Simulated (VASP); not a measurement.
Here is a VASP 6.6.1 calculation.

Contents of INCAR:

```
  PREC = Accurate
  ENCUT = 520
  EDIFF = 1E-6
  ISMEAR = 0
  SIGMA = 0.15
  LREAL = False
  LASPH = True
  NELM = 100
  ALGO = Normal
  ISIF = 2
  LWAVE = False
  LCHARG = True
  GGA = PE
  LELF = True
  LVHAR = True
  NBANDS = 15
```

The input KPOINTS:

```
regular mesh
0
Gamma
  20 20 20
```

Contents of POSCAR:

```
ZrC
1.0
    0.0000000000      2.0939044828      2.9607809387
    2.0939044828      0.0000000000      2.9607809387
    2.0939044828      2.0939044828      0.0000000000
Zr C
1 1
Direct
    0.5000000000      0.5000000000      0.5000000000
    0.0000000000      0.0000000000      0.0000000000
```

Potentials or basis: VASP PAW PBE potentials, release 64 (Zr_sv, C).

Launch:

```console
$ cat potpaw_PBE.64/Zr_sv/POTCAR potpaw_PBE.64/C/POTCAR > POTCAR
$ mpirun -np 1 vasp_std > vasp.out
```

(1) Estimate the pressure.

(2) Predict the band gap on the k mesh.

## Answers

(1) 47.9 GPa.

(2) zero (band 8 reaches 10.98 eV, above the bottom of band 9 at 9.08 eV).
